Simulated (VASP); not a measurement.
# Al2Ru (Fddd) in VASP: a series of runs

Runs on Al2Ru. Level: LDA. Tasks: single point.

All numbers are computed with VASP 6.6.1; they aren't measurements. Logs are shortened: lines on timing, memory, paths and dates and some standing lists are left out, and cuts for length are marked.

## Step 1: The cell of the first run

It takes space group Fddd (No. 70, orthorhombic). Conventional cell: a = 4.664 Å, b = 7.916 Å, c = 8.702 Å, α = 90.00°, β = 90.00°, γ = 90.00°. Al (site symmetry 2) has 5 Ru at 2.55 to 2.70 Å and 9 Al at 2.57 to 3.16 Å within 3.4 Å. Ru (site symmetry 222) has 10 Al at 2.55 to 2.70 Å and 4 Ru at 3.16 Å within 3.4 Å.

## Step 2: Single point, LDA

Input file INCAR:

```
SYSTEM = Al2Ru
ALGO = Normal ; EDIFF = 1E-7
ENCUT = 520 ; ISIF = 2
ISMEAR = 0 ; LASPH = .True.
LCHARG = .False. ; LREAL = .False.
LWAVE = .False. ; NBANDS = 29
NELM = 100 ; PREC = Accurate
SIGMA = 0.03
```

Input file KPOINTS:

```
k-points
0
Gamma
  10 10 10
  0 0 0
```

Input file POSCAR:

```
Al2Ru
1.0
    0.0000000000      3.9579104718      4.3512295095
    2.3319687667      0.0000000000      4.3512295095
    2.3319687667      3.9579104718      0.0000000000
Al Ru
4 2
Direct
    0.0788992938      0.4211007062      0.0788992938
    0.4211007062      0.0788992938      0.4211007062
    0.1711007062      0.8288992938      0.1711007062
    0.8288992938      0.1711007062      0.8288992938
    0.7500000000      0.7500000000      0.7500000000
    0.5000000000      0.5000000000      0.5000000000
```

Potentials or basis: VASP PAW LDA potentials, release 64 (Al, Ru_pv).

Run with:

```
$ cat potpaw_LDA.64/Al/POTCAR potpaw_LDA.64/Ru_pv/POTCAR > POTCAR
$ mpirun -np 1 vasp_std > vasp.out
```

OUTCAR:

```text
SYSTEM = Al2Ru
   EDIFF = 1E-7
   ENCUT = 520
   ISIF = 2
   ISMEAR = 0
   LASPH = .True.
   LREAL = .False.
   NELM = 100
   PREC = Accurate

 ion  position               nearest neighbor table
   1  0.079  0.421  0.079-   6 2.55   6 2.55   3 2.57   3 2.57   5 2.60   2 2.65   2 2.65   5 2.70
                             5 2.70   2 2.71   4 3.16   4 3.16   4 3.16   4 3.16
   2  0.421  0.079  0.421-   6 2.55   6 2.55   4 2.57   4 2.57   5 2.60   1 2.65   1 2.65   5 2.70
                             5 2.70   1 2.71   3 3.16   3 3.16   3 3.16   3 3.16
   3  0.171  0.829  0.171-   5 2.55   5 2.55   1 2.57   1 2.57   6 2.60   4 2.65   4 2.65   6 2.70
                             6 2.70   4 2.71   2 3.16   2 3.16   2 3.16   2 3.16
   4  0.829  0.171  0.829-   5 2.55   5 2.55   2 2.57   2 2.57   6 2.60   3 2.65   3 2.65   6 2.70
                             6 2.70   3 2.71   1 3.16   1 3.16   1 3.16   1 3.16
   5  0.750  0.750  0.750-   4 2.55   4 2.55   3 2.55   3 2.55   1 2.60   2 2.60   2 2.70   2 2.70
                             1 2.70   1 2.70   6 3.16   6 3.16   6 3.16   6 3.16
   6  0.500  0.500  0.500-   2 2.55   2 2.55   1 2.55   1 2.55   3 2.60   4 2.60   3 2.70   3 2.70
                             4 2.70   4 2.70   5 3.16   5 3.16   5 3.16   5 3.16

  LATTYP: Found a face centered orthorhombic cell.
 ALAT       =     4.6639375334
 B/A-ratio  =     1.6972399152
 C/A-ratio  =     1.8659038541

  Lattice vectors:

 A1 = (   0.0000000000,   3.9579104718,   4.3512295095)
 A2 = (   2.3319687667,   0.0000000000,   4.3512295095)
 A3 = (   2.3319687667,   3.9579104718,   0.0000000000)

Analysis of symmetry for initial positions (statically):
=====================================================================
 Subroutine PRICEL returns:
 Original cell was already a primitive cell.

 Routine SETGRP: Setting up the symmetry group for a
 face centered orthorhombic supercell.

 Subroutine GETGRP returns: Found  8 space group operations
 (whereof  4 operations were pure point group operations)
 out of a pool of  8 trial point group operations.

The static configuration has the point symmetry D_2 .
 The point group associated with its full space group is D_2h.

Analysis of symmetry for dynamics (positions and initial velocities):
=====================================================================
 Subroutine PRICEL returns:
 Original cell was already a primitive cell.

 Routine SETGRP: Setting up the symmetry group for a
 face centered orthorhombic supercell.

 Subroutine GETGRP returns: Found  8 space group operations
 (whereof  4 operations were pure point group operations)
 out of a pool of  8 trial point group operations.

The dynamic configuration has the point symmetry D_2 .
 The point group associated with its full space group is D_2h.
[... 109 lines left out ...]
   EDIFFG = 0.1E-05   stopping-criterion for IOM
   NSW    =      0    number of steps for IOM
   IBRION =     -1    ionic relax: 0-MD 1-quasi-New 2-CG
   NFREE  =      0    steps in history (QN), initial steepest desc. (CG)
   ISIF   =      2    stress and relaxation
   ISYM   =      2    0-nonsym 1-usesym 2-fastsym
   POTIM  = 0.5000    time-step for ionic-motion
   TEBEG  =    0.0;   TEEND  =   0.0 temperature during run
   PSTRESS=    0.0 pullay stress
   NELECT =      40.0000    total number of electrons
   NUPDOWN=      -1.0000    fix difference up-down
   EMIN   =  10.00;   EMAX   =-10.00  energy-range for DOS
   EFERMI =   0.00;   METHOD = LEGACY
   ISMEAR =     0;   SIGMA  =   0.03  broadening in eV -4-tet -1-fermi 0-gaus
   EFERMI_NEDOS =   21; number of points for ismear=-14 and -15
   IALGO  =     38    algorithm
   IMIX   =      4    mixing-type and parameters
     AMIX     =   0.40;   BMIX     =  1.00
     AMIX_MAG =   1.60;   BMIX_MAG =  1.00
  volume/ion in A,a.u.               =      13.39        90.34
  Fermi-wavevector in a.u.,A,eV,Ry     =   1.297631  2.452167 22.910124  1.683847
  Thomas-Fermi vector in A             =   2.429011
   LORBIT       =      0    0 simple, 1 ext, 2 COOP (PROOUT), +10 PAW based schemes
   GGA     = CA    functional components
   LHFCALC =     F    Hartree Fock is set to
   AEXX    =    0.0000 exact exchange contribution
   IVDW    =     0    specifies the selected vdW correction
   LEPSILON=     F    determine dielectric tensor
   LRPA    =     F    only Hartree local field effects (RPA)
 non-spin polarized calculation
 Gauss-broadening in eV      SIGMA  =   0.03
  energy-cutoff  :      520.00
  volume of cell :       80.32
 maximum number of plane-waves:      2191
 NGX is ok and might be reduce to    48
   NGX = 21   NGY = 19   NGZ = 17

 number of electron      40.0000000 magnetization

 Free energy of the ion-electron system (eV)
  ---------------------------------------------------
  ext. energy  EPLUGINS =         0.00000000
  ---------------------------------------------------
  free energy    TOTEN  =       -42.40171707 eV

  energy without entropy =      -42.40170744  energy(sigma->0) =      -42.40171226

 E-fermi :  10.8940     XC(G=0): -12.2304

 val. band max:       10.8594001553   @ k =   0.0000   0.0000   0.0000
 cond. band min:      10.9354308565   @ k =   0.0000   0.3000   0.3000
 fundamental gap:      0.0760307012
 Fermi energy:        10.8939839457

 k-point     1 :       0.0000    0.0000    0.0000
  band No.  band energies     occupation
      1     -31.7227      2.00000
      2     -31.6346      2.00000
      3     -31.6262      2.00000
      4     -31.5805      2.00000
      5     -31.5678      2.00000
      6     -31.5586      2.00000
[... 757 lines left out ...]
     28      15.8199      0.00000
     29      16.8667      0.00000

 [... further k-points ...]
[... 5 lines left out ...]
  --------------------------------------------------------------------------------------
  -------------------------------------------------------------------------------------
  Total        0.2430714      0.2025269      0.2419578      0.0000000      0.0000000      0.0000000
  in kB        4.8485714      4.0398247      4.8263577      0.0000000      0.0000000      0.0000000
  external PRESSURE =       4.5715846 kB  Pullay stress =       0.0000000 kB

 VOLUME and BASIS-vectors are now :
 -----------------------------------------------------------------------------
  energy-cutoff  :      520.00
  volume of cell :       80.32
      direct lattice vectors                 reciprocal lattice vectors
     0.000000000  3.957910472  4.351229510    -0.214411105  0.126329285  0.114910050
     2.331968767  0.000000000  4.351229510     0.214411105 -0.126329285  0.114910050
     2.331968767  3.957910472  0.000000000     0.214411105  0.126329285 -0.114910050

 POSITION                                       TOTAL-FORCE (eV/Angst)
 -----------------------------------------------------------------------------------
      1.16598      0.62455      2.17561        -0.000000      0.004516     -0.000000
      1.16598      3.33336      2.17561        -0.000000     -0.004516     -0.000000
      2.33197      1.35440      4.35123         0.000000     -0.004516      0.000000
      2.33197      6.56142      4.35123         0.000000      0.004516      0.000000
      3.49795      5.93687      6.52684         0.000000      0.000000      0.000000
      2.33197      3.95791      4.35123        -0.000000      0.000000      0.000000
 -----------------------------------------------------------------------------------
    total drift:                               -0.000000     -0.000000     -0.000000

  FREE ENERGIE OF THE ION-ELECTRON SYSTEM (eV)
  ---------------------------------------------------
  free  energy   TOTEN  =       -42.4017170736 eV

  energy  without entropy=      -42.4017074391  energy(sigma->0) =      -42.40171226
```

OSZICAR:

```text
N       E                     dE             d eps       ncg     rms          rms(c)
DAV:   1     0.295919066066E+03    0.29592E+03   -0.21484E+04 10606   0.131E+03
DAV:   2    -0.333587307288E+02   -0.32928E+03   -0.31808E+03 10638   0.354E+02
DAV:   3    -0.439012596583E+02   -0.10543E+02   -0.10405E+02 12188   0.612E+01
DAV:   4    -0.440198544295E+02   -0.11859E+00   -0.11848E+00 11621   0.638E+00
DAV:   5    -0.440223507514E+02   -0.24963E-02   -0.24962E-02 12405   0.939E-01    0.186E+01
DAV:   6    -0.431085734439E+02    0.91378E+00   -0.12231E+01 11077   0.238E+01    0.518E+00
DAV:   7    -0.425102609567E+02    0.59831E+00   -0.31232E+00 10741   0.122E+01    0.411E+00
DAV:   8    -0.424061524425E+02    0.10411E+00   -0.20621E-01 11316   0.330E+00    0.549E-01
DAV:   9    -0.424021715600E+02    0.39809E-02   -0.75016E-03 12256   0.466E-01    0.330E-01
DAV:  10    -0.424017990192E+02    0.37254E-03   -0.21358E-03 11353   0.358E-01    0.107E-01
DAV:  11    -0.424017215004E+02    0.77519E-04   -0.50994E-04 11256   0.173E-01    0.368E-02
DAV:  12    -0.424017170417E+02    0.44588E-05   -0.20185E-05 13092   0.301E-02    0.459E-03
DAV:  13    -0.424017170736E+02   -0.31994E-07   -0.73973E-07 12311   0.434E-03
   1 F= -.42401717E+02 E0= -.42401712E+02  d E =-.963454E-05
```

stdout:

```text
POSCAR found type information on POSCAR AlRu
 POSCAR found :  2 types and       6 ions
 scaLAPACK will be used
 LDA part: xc-table for (Slater(with rela. corr.)+CA(PZ))
 , standard interpolation
 POSCAR, INCAR and KPOINTS ok, starting setup
 FFT: planning ... GRIDC
 FFT: planning ... GRID_SOFT
 FFT: planning ... GRID
 WAVECAR not read
 entering main loop
```

Wall time 7.7 min (1 thread of Intel Xeon 6975P-C, shared host); peak memory 0.44 GiB.

Results:

```
Free energy            : -42.4017 eV
Pressure               : 0.5 GPa
Largest force          : 0.005 eV/Å
Band gap on the k mesh : 0.08 eV, indirect (least direct gap 1.26 eV)
```

Forces on the atoms (eV/Å):
```
Al   0.000  0.005  0.000
Al   0.000 -0.005  0.000
Al   0.000 -0.005  0.000
Al   0.000  0.005  0.000
Ru   0.000  0.000  0.000
Ru   0.000  0.000  0.000
```

Stress tensor (GPa, compression positive):
```
0.48 0.00 0.00
0.00 0.40 0.00
0.00 0.00 0.48
```

A k mesh can miss the band edges.

## Step 3: Single point, LDA

This run uses another cell than the first one, of 13.65 Å³/atom, 1.020 times its volume.

Input file INCAR:

```
SYSTEM = Al2Ru
ALGO = Normal
EDIFF = 1E-7
ENCUT = 520
ISIF = 2
ISMEAR = 0
LASPH = .TRUE.
LCHARG = .FALSE.
LREAL = .FALSE.
LWAVE = .FALSE.
NBANDS = 29
NELM = 80
PREC = Accurate
SIGMA = 0.03
```

Input file KPOINTS:

```
k-points
0
G
  10 10 10
  0 0 0
```

POSCAR: that of step 2 with these lines changed.

```diff
@@ -2,5 +2,5 @@
 1.0
-    0.0000000000      3.9579104718      4.3512295095
-    2.3319687667      0.0000000000      4.3512295095
-    2.3319687667      3.9579104718      0.0000000000
+    0.0000000000      3.9841595665      4.3800871192
+    2.3474345205      0.0000000000      4.3800871192
+    2.3474345205      3.9841595665      0.0000000000
 Al Ru
```

Potentials or basis: VASP PAW LDA potentials, release 64 (Al, Ru_pv).

Run with:

```
$ cat potpaw_LDA.64/Al/POTCAR potpaw_LDA.64/Ru_pv/POTCAR > POTCAR
$ mpirun -np 1 vasp_std > vasp.out
```

Run time: 7.1 min. Hardware: 1 thread of Intel Xeon 6975P-C, shared host; peak memory 0.45 GiB.

It converged, with:

| Item | Value |
| --- | --- |
| Free energy | -42.3880 eV |
| Pressure | -3.2 GPa |
| Largest force | 0.024 eV/Å |
| Band gap on the k mesh | 0.07 eV, indirect (least direct gap 1.22 eV) |

Forces in eV/Å, atoms in the order of the input:
```
Al   0.000 -0.024  0.000
Al   0.000  0.024  0.000
Al   0.000  0.024  0.000
Al   0.000 -0.024  0.000
Ru   0.000  0.000  0.000
Ru   0.000  0.000  0.000
```

Stress tensor (GPa, compression positive):
```
-3.24  0.00  0.00
 0.00 -2.94  0.00
 0.00  0.00 -3.43
```

Levels at points of the mesh, in eV from the valence-band top:
```
           k point  band 16  band 17  band 18  band 19  band 20  band 21  band 22  band 23  band 24  band 25
(0.00, 0.00, 0.00)    -2.95    -2.02    -1.26    -1.23     0.00     1.67     2.32     2.37     2.60     2.80
(0.50, 0.00, 0.00)    -2.56    -2.20    -2.12    -1.15    -0.89     0.33     0.72     1.82     3.27     4.24
(0.50, 0.50, 0.00)    -2.37    -1.61    -1.61    -1.35    -1.35     2.27     2.27     2.46     2.46     3.66
(0.50, 0.00, 0.50)    -2.80    -2.29    -2.29    -1.46    -1.46     1.76     1.76     2.40     2.40     3.24
(0.00, 0.50, 0.50)    -2.88    -2.54    -2.54    -1.28    -1.28     0.34     0.34     4.67     4.67     4.79
```

## Step 4: Single point, LDA

This run uses another cell than the first one, of 12.32 Å³/atom, 0.920 times its volume.

Input file INCAR:

```
SYSTEM = Al2Ru
  PREC = Accurate
  ENCUT = 520
  EDIFF = 1E-6
  ISMEAR = 0
  SIGMA = 0.03
  LREAL = .FALSE.
  LASPH = .TRUE.
  NELM = 60
  ALGO = Fast
  ISIF = 2
  LWAVE = .FALSE.
  LCHARG = .FALSE.
  NBANDS = 29
```

Input file KPOINTS:

```
regular mesh
0
G
  10 10 10
  0 0 0
```

POSCAR: that of step 3 with these lines changed.

```diff
@@ -2,5 +2,5 @@
 1.0
-    0.0000000000      3.9841595665      4.3800871192
-    2.3474345205      0.0000000000      4.3800871192
-    2.3474345205      3.9841595665      0.0000000000
+    0.0000000000      4.0073087051      4.4055367132
+    2.0928558210      0.0000000000      4.4055367132
+    2.0928558210      4.0073087051      0.0000000000
 Al Ru
```

Run with:

```
$ cat potpaw_LDA.64/Al/POTCAR potpaw_LDA.64/Ru_pv/POTCAR > POTCAR
$ mpirun -np 1 vasp_std > vasp.out
```

It took 17 min on 1 thread of AMD EPYC 7R13, shared host; peak memory 0.39 GiB.

The run converged. Its results:

- Free energy: -41.1994 eV
- Pressure: 22.9 GPa
- Largest force: 0.572 eV/Å
- Band gap on the k mesh: zero (band 20 reaches 12.87 eV, above the bottom of band 21 at 12.10 eV)

Forces on the atoms (eV/Å):
```
Al   0.000  0.572  0.000
Al   0.000 -0.572  0.000
Al   0.000 -0.572  0.000
Al   0.000  0.572  0.000
Ru   0.000  0.000  0.000
Ru   0.000  0.000  0.000
```

Stress tensor (GPa, compression positive):
```
51.27  0.00  0.00
 0.00  9.64  0.00
 0.00  0.00  7.69
```

Levels at points of the mesh, in eV from the Fermi level:
```csv
k point,band 18,band 19,band 20,band 21,band 22,band 23
"(0.00, 0.00, 0.00)",-1.83,-1.67,0.67,1.36,2.79,2.81
"(0.50, 0.00, 0.00)",-2.48,-1.53,-1.23,0.16,0.50,2.10
"(0.50, 0.50, 0.00)",-2.41,-0.48,-0.48,2.09,2.09,2.66
"(0.50, 0.00, 0.50)",-2.16,-1.98,-1.98,1.45,1.45,1.94
"(0.00, 0.50, 0.50)",-3.22,-1.52,-1.52,0.45,0.45,4.60
```

(Part 1 of 2 ends here.)
